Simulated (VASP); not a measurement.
Set up this calculation in VASP 6.6.1, as the native input.

* Task: single point
* Functional: PBEsol
* Potentials or basis: VASP PAW PBE potentials, release 64 (Al)
* Cutoff: 520 eV
* k mesh: 20 × 20 × 20
* Occupations: gaussian, width 0.15 eV
* Spin: no spin polarisation
* Dipole correction: no
* Further INCAR settings: ALGO = Normal; EDIFF = 1e-07; NBANDS = 8

The structure of Al lies in POSCAR:

```
Al
1.0
   -1.5912186900      1.6031528302      1.6031528302
    1.5912186900     -1.5792845498      1.5792845498
    1.5912186900      1.5792845498     -1.5792845498
Al
1
Direct
    0.0000000000      0.0000000000      0.0000000000
```

This isn't the form of Al at room conditions, which is fcc.

This cell differs from its parent crystal: strain +0.0150 x Voigt [0, 0, 0, 1, 0, 0].

One way to write it, as run:

INCAR

```
SYSTEM = Al
  PREC = Accurate
  ENCUT = 520
  EDIFF = 1E-7
  ISMEAR = 0
  SIGMA = 0.15
  LREAL = .FALSE.
  LASPH = .TRUE.
  NELM = 60
  ALGO = Normal
  ISIF = 2
  LWAVE = .FALSE.
  LCHARG = .FALSE.
  GGA = PS
  NBANDS = 8
```

KPOINTS

```
regular mesh
0
G
  20 20 20
  0 0 0
```

Potentials or basis: VASP PAW PBE potentials, release 64 (Al).

Run with:

```bash
$ cat potpaw_PBE.64/Al/POTCAR > POTCAR
$ mpirun -np 1 vasp_std > vasp.out
```

Results of the run:

```
Pressure               : 2.3 GPa
Band gap on the k mesh : zero (an odd number of electrons rules out a gap without spin polarisation)
```

Caveat: the cell differs from its parent crystal (strain +0.0150 x Voigt [0, 0, 0, 1, 0, 0]); the PAW data sets were made with another functional, which shifts forces and pressure a little.

Wall time 100 s on 1 thread of Intel(R) Xeon(R) Platinum 8259CL CPU @ 2.50GHz (Skylake/Cascade Lake), on a shared host, peak memory 0.23 GiB.
